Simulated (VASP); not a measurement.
CaO:

```
CELL_PARAMETERS angstrom
0.00000 2.39755 2.39755
2.39755 0.00000 2.39755
2.39755 2.39755 0.00000
ATOMIC_POSITIONS crystal
Ca 0.00000 0.00000 0.00000
O 0.50000 0.50000 0.50000
```

Base run:

| Quantity | Value |
| --- | --- |
| Program | VASP 6.6.1 |
| Functional | HSE06 |
| Potentials or basis | VASP PAW PBE potentials, release 64 (Ca_sv, O) |
| Cutoff | 520 eV |
| k mesh | 6 × 6 × 6 |
| Occupations | gaussian, width 0.01 eV |
| Spin | no spin polarisation |

Its results: band gap on the k mesh 5.29 eV, indirect (least direct gap 5.72 eV); pressure 1.0 GPa.

**Question.** The run is repeated on the same cell with these changes: functional from HSE06 to PBE. What comes out?

**Answer.** Band gap on the k mesh 3.63 eV, indirect (least direct gap 4.01 eV); pressure 3.1 GPa.

HSE06 gives the wider gap, since exact exchange removes part of the self-interaction.

Caveats: the PAW data sets were made with another functional, which shifts forces and pressure a little (some runs).

A k mesh can miss the band edges.
